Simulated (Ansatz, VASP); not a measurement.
## Pt: VASP beside Ansatz

```
Pt
1.0
    -1.49743    1.54617    1.52625
     1.52028   -1.55340    1.55632
     1.51756    1.57353   -1.53348
Pt
1
Direct
  0.00000 0.00000 0.00000
```

Alike in both runs: task single point; functional PBEsol; k mesh 9 × 9 × 9; no spin polarisation.

|  | VASP | Ansatz |
| --- | --- | --- |
| version | VASP 6.6.1 | Ansatz 0.2.0 |
| potentials or method | VASP PAW PBE potentials, release 64 (Pt), cutoff 520 eV | plane waves, PAW |
| occupations | methfessel-paxton of order 1, width 0.15 eV | cold, width 0.15 eV |
| valence electrons in the cell | 10 | 18 |

|  | VASP | Ansatz | Ansatz less VASP |
| --- | --- | --- | --- |
| pressure (GPa) | 11.5 | 11.8 | +0.35 |
| traceless stress, the component that is largest in VASP (GPa) | -3.44 | -3.49 | -0.055 |

VASP's potentials were made for PBE, not for PBEsol. VASP's potentials hold 10 valence electrons a cell and Ansatz's 18, so a difference there can come from the potentials and not from the codes. Ansatz's warnings: stress scf threshold loose.

Neither program's run includes spin-orbit coupling.
